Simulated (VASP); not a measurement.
Write the native input for VASP 6.6.1 that does the following.

```
Task                   : single point
Functional             : PBE
Potentials or basis    : VASP PAW PBE potentials, release 64 (Zr_sv, Se, S)
Cutoff                 : 520 eV
k mesh                 : 3 × 3 × 4
Occupations            : gaussian, width 0.1 eV
Spin                   : no spin polarisation
Dipole correction      : no
Further INCAR settings : ALGO = Normal; EDIFF = 1e-06; NBANDS = 36
```

The structure of Zr3SeS2 lies in POSCAR:

```
Zr3SeS2
1.0
    5.7893013300      0.0000000000      0.0000000000
   -2.8946506700      5.0136820300      0.0000000000
    0.0000000000      0.0000000000      4.3283109600
Zr Se S
3 1 2
Direct
    0.5000000000      0.0000000000      0.5000000000
    0.0000000000      0.5000000000      0.5000000000
    0.5000000000      0.5000000000      0.5000000000
    0.0000000000      0.0000000000      0.5000000000
    0.3333333300      0.6666666700      0.5000000000
    0.6666666700      0.3333333300      0.5000000000
```

The input as run:

INCAR

```
ALGO = Normal ; EDIFF = 1E-6
ENCUT = 520 ; GGA = PE
ISIF = 2 ; ISMEAR = 0
LASPH = True ; LCHARG = False
LREAL = False ; LWAVE = False
NBANDS = 36 ; NELM = 60
PREC = Accurate ; SIGMA = 0.1
```

KPOINTS

```
k-points
0
Gamma
  3 3 4
```

Potentials or basis: VASP PAW PBE potentials, release 64 (Zr_sv, Se, S).

Command:

```console
$ cat potpaw_PBE.64/Zr_sv/POTCAR potpaw_PBE.64/Se/POTCAR potpaw_PBE.64/S/POTCAR > POTCAR
$ mpirun -np 1 vasp_std > vasp.out
```

It gave:

```
Pressure : 135.9 GPa
```

Caveat: the k points lie up to 0.42 Å⁻¹ apart.

Wall time 27 s on 1 thread of Intel(R) Xeon(R) 6975P-C (Granite Rapids) (shared host), peak memory 0.26 GiB.
